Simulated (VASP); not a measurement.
**Ta18N18O (a cell with a defect): single point with LDA**

System: Ta18N18O (a cell with a defect).

```
CELL_PARAMETERS angstrom
7.76751 4.48457 0.00000
-7.76751 4.48457 0.00000
0.00000 0.00000 5.79176
ATOMIC_POSITIONS crystal
Ta 0.00403 0.00771 0.99156
Ta 0.33392 0.66749 0.99896
Ta 0.66549 0.33062 0.99806
Ta 0.00266 0.66271 0.24920
Ta 0.33320 0.33406 0.24920
Ta 0.66680 0.99940 0.24920
Ta 0.00121 0.33406 0.24920
Ta 0.33295 0.99940 0.24920
Ta 0.66040 0.66271 0.24920
Ta 0.00403 0.00771 0.50684
Ta 0.33392 0.66749 0.49944
Ta 0.66549 0.33062 0.50034
Ta 0.99998 0.66688 0.74920
Ta 0.33374 0.33386 0.74920
Ta 0.66597 0.00153 0.74920
Ta 0.00047 0.33386 0.74920
Ta 0.33591 0.00152 0.74920
Ta 0.66725 0.66688 0.74920
N 0.13716 0.87146 0.99174
N 0.46460 0.53568 0.99778
N 0.79908 0.20222 0.99948
N 0.07144 0.53568 0.99777
N 0.40349 0.20222 0.99949
N 0.73466 0.87146 0.99173
N 0.13397 0.26758 0.99902
N 0.46518 0.93001 0.00051
N 0.79478 0.58920 0.99682
N 0.13716 0.87146 0.50666
N 0.46460 0.53568 0.50062
N 0.79908 0.20222 0.49891
N 0.07144 0.53568 0.50062
N 0.40349 0.20222 0.49891
N 0.73465 0.87146 0.50666
N 0.13397 0.26758 0.49937
N 0.46518 0.93001 0.49788
N 0.79478 0.58920 0.50158
O 0.91706 0.83376 0.24920
```

* Program: VASP 6.6.1
* Task: single point
* Functional: LDA
* Potentials or basis: VASP PAW LDA potentials, release 64 (Ta_pv, N, O)
* Cutoff: 520 eV
* k mesh: 2 × 2 × 3
* Occupations: methfessel-paxton, width 0.1 eV
* Spin: no spin polarisation
* Dipole correction: no
* Further INCAR settings: LREAL = Auto; ALGO = Normal; EDIFF = 1e-06; NBANDS = 171

The pressure is -0.1 GPa and the largest force is 0.081 eV/Å. The band gap on the k mesh is 0.22 eV.

Forces on the atoms (eV/Å):
```
Ta   0.032 -0.056  0.023
Ta   0.001 -0.002  0.000
Ta   0.004 -0.007 -0.004
Ta  -0.079  0.020  0.000
Ta  -0.009  0.006  0.000
Ta   0.003  0.000  0.000
Ta  -0.001  0.011  0.000
Ta  -0.001 -0.003  0.000
Ta   0.022  0.078  0.000
Ta   0.032 -0.056 -0.023
Ta   0.001 -0.002  0.000
Ta   0.004 -0.007  0.004
Ta  -0.003 -0.007  0.000
Ta  -0.006 -0.002  0.000
Ta  -0.003  0.002  0.000
Ta   0.005  0.004  0.000
Ta   0.000  0.004  0.000
Ta   0.007  0.000  0.000
N   -0.037  0.008 -0.009
N   -0.047  0.002 -0.001
N   -0.053 -0.001 -0.001
N    0.022  0.041 -0.001
N    0.027  0.045 -0.001
N    0.012  0.036 -0.009
N    0.023 -0.039  0.001
N    0.026 -0.046  0.001
N    0.024 -0.042 -0.011
N   -0.037  0.008  0.009
N   -0.047  0.002  0.001
N   -0.053 -0.001  0.001
N    0.022  0.041  0.001
N    0.027  0.045  0.001
N    0.012  0.036  0.009
N    0.023 -0.039 -0.001
N    0.026 -0.046 -0.001
N    0.024 -0.042  0.011
O   -0.004  0.007  0.000
```

Stress tensor (GPa, compression positive):
```
 0.26 -0.36  0.00
-0.36  0.68  0.00
 0.00  0.00 -1.29
```

Levels at points of the mesh, in eV from the valence-band top:
```csv
k point,band 143,band 144,band 145,band 146,band 147,band 148,band 149,band 150,band 151,band 152
"(0.00, 0.00, 0.00)",-1.83,-1.60,-1.15,-0.98,-0.79,0.59,0.80,0.93,1.37,1.49
"(0.50, 0.00, 0.00)",-1.65,-1.41,-0.90,-0.43,-0.19,0.51,0.88,1.05,1.14,1.25
"(0.00, 0.50, 0.00)",-1.47,-1.31,-1.01,-0.99,0.00,0.65,0.78,1.06,1.08,1.19
```

It took 37 min on 1 thread of Intel Xeon 8259CL (shared host), peak memory 0.58 GiB.

Caveat: spin-orbit coupling is left out, which moves the levels of the heavy elements.
